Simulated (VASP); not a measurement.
Runs of VASP 6.6.1 on Nb. The structure is that of space group Im-3m (No. 229), or close to it. The cells are those of the table. 

```tsv
task	cell	k mesh	cutoff (eV)	smearing	gap on the mesh (eV)	pressure (GPa)	relaxed volume (Å³/atom)
relaxation of cell and atoms	relaxed from a = 2.873 Å, angles 109.5°, 1 atom	8 × 8 × 8	600	gaussian 0.1 eV	none	-0.5	17.25
single point	a = 2.815 Å, angles 109.5°, 1 atom	18 × 18 × 18	520	fermi-dirac 0.15 eV	none	-0.2	-
single point	a = 2.817 Å, angles 109.5°, 1 atom	8 × 8 × 8	520	gaussian 0.1 eV	none	-0.1	-
relaxation of cell and atoms	relaxed from a = 2.812 Å, angles 109.5°, 1 atom	18 × 18 × 18	600	fermi-dirac 0.15 eV	none	0.0	(a)
```

Alike in all rows: level LDA; potentials or basis VASP PAW LDA potentials, release 64 (Nb_sv); no spin polarisation.

Task: Fill in the values left out.

Result: (a) 17.16.

A k mesh can miss the band edges, and the runs leave out spin-orbit coupling on Nb.

A gap of «none» marks levels without a gap at the run's occupations.
